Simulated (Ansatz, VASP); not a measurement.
## Two plane-wave programs on Na2S

```
CELL_PARAMETERS angstrom
0.00000 3.25543 3.25543
3.25543 0.00000 3.25543
3.25543 3.25543 0.00000
ATOMIC_POSITIONS crystal
S 0.00000 0.00000 0.00000
Na 0.25000 0.25000 0.25000
Na 0.75000 0.75000 0.75000
```

Alike in both runs: task single point; functional PBE; k mesh 4 × 4 × 4; no spin polarisation.

```csv
,VASP,Ansatz
version,VASP 6.6.1,Ansatz 0.2.0
potentials or method,"VASP PAW PBE potentials, release 64 (S, Na_pv)","plane waves, PAW"
plane-wave cutoff (eV),500,420
occupations,"gaussian, width 0.01 eV",fixed
valence electrons in the cell,20,24
```

|  | VASP | Ansatz | Ansatz less VASP |
| --- | --- | --- | --- |
| gap on the k mesh at the Fermi level (eV) | 2.53 | 2.53 | -0.001 |

VASP's potentials hold 20 valence electrons a cell and Ansatz's 24, so a difference there can come from the potentials and not from the codes.
